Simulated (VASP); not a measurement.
# Ge (I4_1/amd) in VASP: a series of runs, part 2 of 2

VASP 6.6.1. Earlier steps stand in the parts before.

### 3 Relaxation of shape and atoms at fixed volume, PBEsol (volume scaled by 1.06)

File INCAR:

```
ALGO = Normal ; EDIFF = 1E-7
EDIFFG = -0.01 ; ENCUT = 600
GGA = PS ; IBRION = 2
ISIF = 4 ; ISMEAR = 0
LASPH = True ; LCHARG = False
LREAL = False ; LWAVE = False
NELM = 80 ; NSW = 50
PREC = Accurate ; SIGMA = 0.1
```

File KPOINTS:

```
k-points
0
Gamma
  16 16 16
```

File POSCAR:

```
Ge
1.0
   -2.6120353218      2.6120353218      1.4254129860
    2.6120353218     -2.6120353218      1.4254129860
    2.6120353218      2.6120353218     -1.4254129860
Ge
2
Direct
    0.2500000000      0.7500000000      0.5000000000
    0.5000000000      0.5000000000      0.0000000000
```

Potentials or basis: VASP PAW PBE potentials, release 64 (Ge_d).

The run is started by

```
> cat potpaw_PBE.64/Ge_d/POTCAR > POTCAR
> mpirun -np 1 vasp_std > vasp.out
```

OUTCAR:

```text
EDIFF = 1E-7
   EDIFFG = -0.01
   ENCUT = 600
   GGA = PS
   IBRION = 2
   ISIF = 4
   ISMEAR = 0
   LASPH = True
   LREAL = False
   NELM = 80
   NSW = 50
   PREC = Accurate

 ion  position               nearest neighbor table
   1  0.250  0.750  0.500-   2 2.71   2 2.71   2 2.71   2 2.71
   2  0.500  0.500  0.000-   1 2.71   1 2.71   1 2.71   1 2.71

  LATTYP: Found a body centered tetragonal cell.
 ALAT       =     5.2240706436
 C/A-ratio  =     0.5457096901

  Lattice vectors:

 A1 = (  -2.6120353218,   2.6120353218,   1.4254129860)
 A2 = (   2.6120353218,  -2.6120353218,   1.4254129860)
 A3 = (   2.6120353218,   2.6120353218,  -1.4254129860)
[... 733 lines left out ...]
     18      13.9450      0.00000

 [... further k-points ...]
[... 5 lines left out ...]
  --------------------------------------------------------------------------------------
  -------------------------------------------------------------------------------------
  Total       -0.9848369     -0.9848369     -0.9571874      0.0000000      0.0000000      0.0000000
  in kB      -40.5616967    -40.5616967    -39.4229171      0.0000000      0.0000000      0.0000000
  external PRESSURE =     -40.1821035 kB  Pullay stress =       0.0000000 kB

 VOLUME and BASIS-vectors are now :
 -----------------------------------------------------------------------------
  energy-cutoff  :      600.00
  volume of cell :       38.90
      direct lattice vectors                 reciprocal lattice vectors
    -2.610951921  2.610951921  1.426596167     0.000000000  0.191501037  0.350484609
     2.610951921 -2.610951921  1.426596167     0.191501037  0.000000000  0.350484609
     2.610951921  2.610951921 -1.426596167     0.191501037  0.191501037  0.000000000

 POSITION                                       TOTAL-FORCE (eV/Angst)
 -----------------------------------------------------------------------------------
      2.61095     -0.00000      0.71330        -0.000000     -0.000000     -0.000000
      2.61095      2.61095      0.00000         0.000000      0.000000      0.000000
 -----------------------------------------------------------------------------------
    total drift:                                0.000000     -0.000000      0.000000

  FREE ENERGIE OF THE ION-ELECTRON SYSTEM (eV)
  ---------------------------------------------------
  free  energy   TOTEN  =        -9.5131359290 eV

  energy  without entropy=       -9.5094442712  energy(sigma->0) =       -9.51129010

 reached required accuracy - stopping structural energy minimisation
```

OSZICAR:

```text
N       E                     dE             d eps       ncg     rms          rms(c)
DAV:   1     0.158486448998E+03    0.15849E+03   -0.16317E+04 12996   0.480E+03
DAV:   2     0.949311120089E+01   -0.14899E+03   -0.14663E+03 12618   0.550E+02
DAV:   3    -0.900810368299E+01   -0.18501E+02   -0.18270E+02 13946   0.142E+02
DAV:   4    -0.954510375605E+01   -0.53700E+00   -0.53428E+00 14820   0.276E+01
DAV:   5    -0.955301694363E+01   -0.79132E-02   -0.79098E-02 13950   0.338E+00    0.199E+00
DAV:   6    -0.952395126013E+01    0.29066E-01   -0.36438E-02 16652   0.369E+00    0.109E+00
DAV:   7    -0.951358687008E+01    0.10364E-01   -0.20156E-02 16720   0.239E+00    0.133E-01
DAV:   8    -0.951309892349E+01    0.48795E-03   -0.26021E-03 14722   0.104E+00    0.406E-02
DAV:   9    -0.951310213303E+01   -0.32095E-05   -0.76263E-05 15246   0.138E-01    0.877E-03
DAV:  10    -0.951310262015E+01   -0.48713E-06   -0.34225E-06 14404   0.214E-02    0.162E-03
DAV:  11    -0.951310252264E+01    0.97514E-07   -0.11880E-07  8376   0.602E-03
   1 F= -.95131025E+01 E0= -.95112384E+01  d E =-.951310E+01
       N       E                     dE             d eps       ncg     rms          rms(c)
DAV:   1    -0.951343207102E+01   -0.32945E-03   -0.52110E-03 15224   0.728E-01    0.994E-02
DAV:   2    -0.951323499319E+01    0.19708E-03   -0.30066E-04 15346   0.367E-01    0.608E-02
DAV:   3    -0.951313376887E+01    0.10122E-03   -0.19056E-04 19668   0.265E-01    0.657E-03
DAV:   4    -0.951313598188E+01   -0.22130E-05   -0.32488E-05 13188   0.677E-02    0.432E-03
DAV:   5    -0.951313592903E+01    0.52850E-07   -0.53711E-07 14304   0.184E-02
   2 F= -.95131359E+01 E0= -.95112901E+01  d E =-.334064E-04
```

CONTCAR:

```text
Ge
   1.00000000000000
    -2.6109519210121772    2.6109519210121772    1.4265961666919342
     2.6109519210121772   -2.6109519210121772    1.4265961666919342
     2.6109519210121772    2.6109519210121772   -1.4265961666919342
  Ge
     2
Direct
     0.2500000000000000    0.7500000000000000    0.5000000000000000
     0.5000000000000000    0.5000000000000000    1.0000000000000000

  0.00000000E+00  0.00000000E+00  0.00000000E+00
  0.00000000E+00  0.00000000E+00  0.00000000E+00
```

Run time: 5.1 min. Hardware: 1 thread of Oxide Virtual Turin-like, shared host; peak memory 0.34 GiB.

Results:

| Item | Value |
| --- | --- |
| Free energy | -9.5131 eV |
| Energy gained by relaxing | 0.0 meV/atom |
| Ionic steps | 2 |
| Pressure after relaxing | -4.0 GPa |
| Band gap on the k mesh | zero (band 14 reaches 8.01 eV, above the bottom of band 15 at 2.98 eV) |

Stress tensor (GPa, compression positive):
```
-4.06  0.00  0.00
 0.00 -4.06  0.00
 0.00  0.00 -3.94
```

Final structure:
```
CELL_PARAMETERS angstrom
-2.61095 2.61095 1.42660
2.61095 -2.61095 1.42660
2.61095 2.61095 -1.42660
ATOMIC_POSITIONS crystal
Ge 0.25000 0.75000 0.50000
Ge 0.50000 0.50000 0.00000
```

Caveat: the PAW data sets were made with another functional, which shifts forces and pressure a little.

### 4 Relaxation of shape and atoms at fixed volume, PBEsol (volume scaled by 1.10)

File INCAR:

```
PREC     = Accurate       # precision mode
ENCUT    = 600            # plane-wave cutoff, eV
EDIFF    = 1E-6           # SCF threshold, eV
ISMEAR   = 0              # smearing method
SIGMA    = 0.1            # smearing width, eV
LREAL    = False          # projectors in reciprocal space
LASPH    = True           # aspherical terms in the spheres
NELM     = 100            # most SCF steps
ALGO     = Normal         # electronic algorithm
ISIF     = 4              # what is computed and relaxed
LWAVE    = False          # write WAVECAR
LCHARG   = False          # write CHGCAR
GGA      = PS             # functional
IBRION   = 2              # ionic algorithm
NSW      = 50             # ionic steps
EDIFFG   = -0.01          # ionic threshold
```

File KPOINTS:

```
regular mesh
0
Gamma
  16 16 16
```

File POSCAR:

```
Ge
1.0
   -2.6431030770      2.6431030770      1.4446326341
    2.6431030770     -2.6431030770      1.4446326341
    2.6431030770      2.6431030770     -1.4446326341
Ge
2
Direct
    0.2500000000      0.7500000000      0.5000000000
    0.5000000000      0.5000000000      0.0000000000
```

The run is started by

```
> cat potpaw_PBE.64/Ge_d/POTCAR > POTCAR
> mpirun -np 1 vasp_std > vasp.out
```

Run time: 6.5 min. Hardware: 1 thread of Oxide Virtual Turin-like, shared host; peak memory 0.35 GiB.

Results (log left out):

* Free energy: -9.4670 eV
* Energy gained by relaxing: 0.0 meV/atom
* Ionic steps: 3
* Pressure after relaxing: -6.0 GPa
* Band gap on the k mesh: zero (band 14 reaches 7.56 eV, above the bottom of band 15 at 2.73 eV)

Final structure:
```
CELL_PARAMETERS angstrom
-2.63966 2.63966 1.44841
2.63966 -2.63966 1.44841
2.63966 2.63966 -1.44841
ATOMIC_POSITIONS crystal
Ge 0.25000 0.75000 0.50000
Ge 0.50000 0.50000 0.00000
```

Levels at points of the mesh, in eV from the Fermi level:
```
           k point  band 11  band 12  band 13  band 14  band 15  band 16  band 17  band 18
(0.00, 0.00, 0.00)   -12.63    -4.25    -2.08    -2.08     3.44     7.10     7.10     7.29
(0.50, 0.00, 0.00)    -7.95    -6.15    -2.72    -1.79    -1.26     2.53     3.27     5.07
(0.50, 0.50, 0.00)   -10.06   -10.06     0.67     0.67     1.77     1.77     6.79     6.79
(0.50, 0.50, 0.50)    -8.59    -8.59    -5.39    -5.39     5.55     5.55    10.15    10.15
```

Caveat: the PAW data sets were made with another functional, which shifts forces and pressure a little.

### 5 Overview

```csv
task,cell,k mesh,cutoff (eV),smearing,gap on the mesh (eV),pressure (GPa)
single point,"a = 3.884 Å, angles 97.4, 97.4, 137.9°, 2 atoms",24 × 24 × 24,520,gaussian 0.15 eV,none,-0.1
relaxation of shape and atoms at fixed volume,"relaxed from a = 3.959 Å, angles 97.4, 97.4, 137.8°, 2 atoms",16 × 16 × 16,600,gaussian 0.1 eV,none,-4.0
relaxation of shape and atoms at fixed volume,"relaxed from a = 4.007 Å, angles 97.5, 97.5, 137.7°, 2 atoms",16 × 16 × 16,600,gaussian 0.1 eV,none,-6.0
```

Alike in all rows: level PBEsol; potentials or basis VASP PAW PBE potentials, release 64 (Ge_d); no spin polarisation.

Caveats: the PAW data sets were made with another functional, which shifts forces and pressure a little.

Absolute energies hang on the potentials; compare differences alone.
